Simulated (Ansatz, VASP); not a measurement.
## Two plane-wave programs on Bi

File INCAR:

```
SYSTEM = Bi
PREC = Accurate
ENCUT = 520
EDIFF = 1E-6
ISMEAR = 0
SIGMA = 0.02
LREAL = .False.
LASPH = .True.
NELM = 80
ALGO = Normal
ISIF = 2
LWAVE = .False.
LCHARG = .True.
LDIPOL = .True.
IDIPOL = 3
DIPOL = 0.5 0.5 0.500
GGA = PE
LELF = .True.
LVHAR = .True.
LVACPOTAV = .True.
NBANDS = 22
```

The input KPOINTS:

```
Automatic mesh
0
Gamma
  9 9 1
  0 0 0
```

The input POSCAR:

```
Bi
1.0
    4.2090000000      0.0000000000      0.0000000000
   -2.1045000000      3.6451009245      0.0000000000
    0.0000000000      0.0000000000     28.0000000000
Bi
2
Direct
    0.3333333333      0.6666666667      0.5462142857
    0.6666666667      0.3333333333      0.4537857143
```

Input for Ansatz:

```yaml
crystal:
  lattice:
    - [4.209, 0.0, 0.0]
    - [-2.1045, 3.6451009245, 0.0]
    - [0.0, 0.0, 28.0]
  atoms:
    - { symbol: Bi, position: [0.3333333333, 0.6666666667, 0.5462142857] }
    - { symbol: Bi, position: [0.6666666667, 0.3333333333, 0.4537857143] }
  periodic: [true, true, false]
basis:
  ecutwfc: 420
kpoints:
  mp_grid: { grid: [9, 9, 1] }
hamiltonian:
  xc: pbe
scf:
  occupations: { method: gaussian, width: 0.02 }
output:
  forces: true
  stress: true
  eigenvalues: true
```

Alike in both runs: task single point; functional PBE; k mesh 9 × 9 × 1; occupations gaussian, width 0.02 eV; no spin polarisation.

```csv
,VASP,Ansatz
version,VASP 6.6.1,Ansatz 0.2.0
potentials or method,"VASP PAW PBE potentials, release 64 (Bi_d), cutoff 520 eV","scalar-relativistic, plane waves, PAW"
valence electrons in the cell,30,30
```

|  | VASP | Ansatz | Ansatz less VASP |
| --- | --- | --- | --- |
| gap on the k mesh at the Fermi level (eV) | none | none | - |
| rms of the force components (eV/Å) | 1.097 | 1.098 | +0.0008 |
| work function, face that differs most (eV) | 3.83 | 3.83 | 0.000 |

Atom by atom the forces differ by 0.001 eV/Å (rms over components). A gap of «none» marks a metal or a gap that the smearing closes.

Neither program's run includes spin-orbit coupling.
